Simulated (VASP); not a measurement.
AgI:

```
Ag I
1.0
     4.65129    0.00000    0.00000
    -2.32565    4.02814    0.00000
     0.00000    0.00000    7.59785
Ag I
2 2
Direct
  0.33333 0.66667 0.00240
  0.66667 0.33333 0.50240
  0.33333 0.66667 0.37750
  0.66667 0.33333 0.87750
```

Base run:

| Quantity | Value |
| --- | --- |
| Program | VASP 6.6.1 |
| Functional | r2SCAN |
| Potentials or basis | VASP PAW PBE potentials, release 64 (Ag, I) |
| Cutoff | 550 eV |
| k mesh | 6 × 6 × 4 |
| Occupations | gaussian, width 0.01 eV |
| Spin | no spin polarisation |

Its results: band gap on the k mesh 1.83 eV; pressure -0.1 GPa.

Q: After a change of settings the same cell gave: band gap on the k mesh 3.18 eV; pressure 0.2 GPa. Which change was it?
A. functional from r2SCAN to PBE; cutoff from 550 eV to 500 eV; occupations from gaussian, width 0.01 eV to fermi-dirac, width 0.02 eV
B. functional from r2SCAN to LDA; potentials or basis from VASP PAW PBE potentials, release 64 (Ag, I) to VASP PAW LDA potentials, release 64 (Ag, I); cutoff from 550 eV to 500 eV
C. functional from r2SCAN to PBE0; cutoff from 550 eV to 400 eV; k mesh from 6 × 6 × 4 to 6 × 6 × 2

A: C.

Caveats: the PAW data sets were made with another functional, which shifts forces and pressure a little; spin-orbit coupling is left out, which moves the levels of the heavy elements.
